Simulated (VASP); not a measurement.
Wanted: the native input for a VASP 6.6.1 run.

- Task: single point
- Functional: r2SCAN
- Potentials or basis: VASP PAW PBE potentials, release 64 (W_sv)
- Cutoff: 520 eV
- k mesh: 20 × 20 × 20
- Occupations: gaussian, width 0.15 eV
- Spin: no spin polarisation
- Dipole correction: no
- Further INCAR settings: ALGO = Normal; EDIFF = 1e-06; NBANDS = 13

W:

```
W
1.0
     0.00000    2.06045    2.03000
     2.06045    0.00000    2.03000
     2.06045    2.06045    0.00000
W
1
Direct
  0.00000 0.00000 0.00000
```

This cell differs from its parent crystal: strain +0.015 along x and y, +0.000 along z.

These files were run (other wordings do the same):

POSCAR

```
W
1.0
    0.0000000000      2.0604500000      2.0300000000
    2.0604500000      0.0000000000      2.0300000000
    2.0604500000      2.0604500000      0.0000000000
W
1
Direct
    0.0000000000      0.0000000000      0.0000000000
```

INCAR.step1

```
ALGO = Normal
EDIFF = 1E-4
ENCUT = 520
GGA = PE
ISMEAR = 0
LASPH = True
LCHARG = False
LREAL = False
LWAVE = True
NBANDS = 13
NELM = 80
PREC = Accurate
SIGMA = 0.15
```

INCAR.step2

```
ALGO = Normal
EDIFF = 1E-6
ENCUT = 520
ISIF = 2
ISMEAR = 0
ISTART = 1
LASPH = True
LCHARG = False
LMIXTAU = True
LREAL = False
LWAVE = False
METAGGA = R2SCAN
NBANDS = 13
NELM = 80
PREC = Accurate
SIGMA = 0.15
```

KPOINTS

```
k-points
0
Gamma
  20 20 20
```

Potentials or basis: VASP PAW PBE potentials, release 64 (W_sv).

Command:

```bash
$ cat potpaw_PBE.64/W_sv/POTCAR > POTCAR
$ cp INCAR.step1 INCAR
$ mpirun -np 1 vasp_std > vasp.out
$ cp INCAR.step2 INCAR
$ mpirun -np 1 vasp_std > vasp.out
```

Results of the run:

```yaml
Pressure: -15.4 GPa
Band_gap_on_the_k_mesh: zero (bands 7 and 8 overlap by 3.46 eV)
```

Caveat: the cell differs from its parent crystal (strain +0.015 along x and y, +0.000 along z); the cell stands under tension; the PAW data sets were made with another functional, which shifts forces and pressure a little; spin-orbit coupling is left out, which moves the levels of the heavy elements.

It took 6.7 min on 1 thread of Intel Xeon 8259CL, with other jobs on the host, peak memory 0.26 GiB.
